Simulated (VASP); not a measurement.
## Ca: relaxation of cell and atoms with PBEsol

Ca:

```
CELL_PARAMETERS angstrom
0.00000 2.79420 2.79420
2.79420 0.00000 2.79420
2.79420 2.79420 0.00000
ATOMIC_POSITIONS crystal
Ca 0.00000 0.00000 0.00000
```

| Quantity | Value |
| --- | --- |
| Program | VASP 6.6.1 |
| Task | relaxation of cell and atoms |
| Functional | PBEsol |
| Potentials or basis | VASP PAW PBE potentials, release 64 (Ca_sv) |
| Cutoff | 600 eV |
| k mesh | 8 × 8 × 8 |
| Occupations | fermi-dirac, width 0.05 eV |
| Spin | no spin polarisation |
| Target pressure | 30 GPa |
| Dipole correction | no |
| Further INCAR settings | ALGO = Normal; EDIFF = 1e-07; IBRION = 2; EDIFFG = -0.02; NSW = 80; ISIF = 3 |

The relaxed volume is 21.29 Å³/atom, the relaxed cell is a = 3.111 Å, b = 3.111 Å, c = 3.111 Å, α = 60.00°, β = 60.00°, γ = 60.00° and the space group after relaxing (to 0.05 Å) is Fm-3m (No. 225). The energy change on relaxing (the enthalpy is what falls) is +1180.5 meV/atom. The ionic steps are 6. The pressure after relaxing is 29.9 GPa and the band gap on the k mesh is zero (band 5 reaches 5.33 eV, above the bottom of band 6 at 5.05 eV).

Step by step:
| step | energy change (eV) | largest force (eV/Å) | pressure (GPa) | volume (Å³) |
| --- | --- | --- | --- | --- |
| 1 | 0.0000 | 0.0000 | -1.14 | 43.63 |
| 2 | 6.9786 | 0.0000 | 192.80 | 9.00 |
| 3 | 0.9205 | 0.0000 | 24.86 | 22.81 |
| 4 | 1.1440 | 0.0000 | 29.21 | 21.49 |
| 5 | 1.2075 | 0.0000 | 30.39 | 21.14 |
| 6 | 1.1805 | 0.0000 | 29.89 | 21.29 |

Final structure:
```
CELL_PARAMETERS angstrom
0.00000 2.19970 2.19970
2.19970 0.00000 2.19970
2.19970 2.19970 0.00000
ATOMIC_POSITIONS crystal
Ca 0.00000 0.00000 0.00000
```

Levels at points of the mesh, in eV from the Fermi level:
```csv
k point,band 1,band 2,band 3,band 4,band 5,band 6,band 7,band 8,band 9
"(0.00, 0.00, 0.00)",-40.60,-21.07,-21.07,-21.07,-4.74,3.12,3.12,3.12,5.42
"(0.50, 0.00, 0.00)",-40.35,-22.37,-21.22,-21.22,-1.37,1.63,2.86,2.86,6.93
"(0.50, 0.50, 0.00)",-40.27,-22.26,-21.50,-21.50,-1.59,-0.29,3.75,6.94,7.35
```

It took 52 s on 1 thread of Intel(R) Xeon(R) Platinum 8375C CPU @ 2.90GHz (Ice Lake) (shared host), peak memory 0.21 GiB.

Caveat: the cell is relaxed towards a set pressure, so the enthalpy falls and the energy may rise; the volume moved by over 15 % at a fixed basis, so the end points are rough; the PAW data sets were made with another functional, which shifts forces and pressure a little.
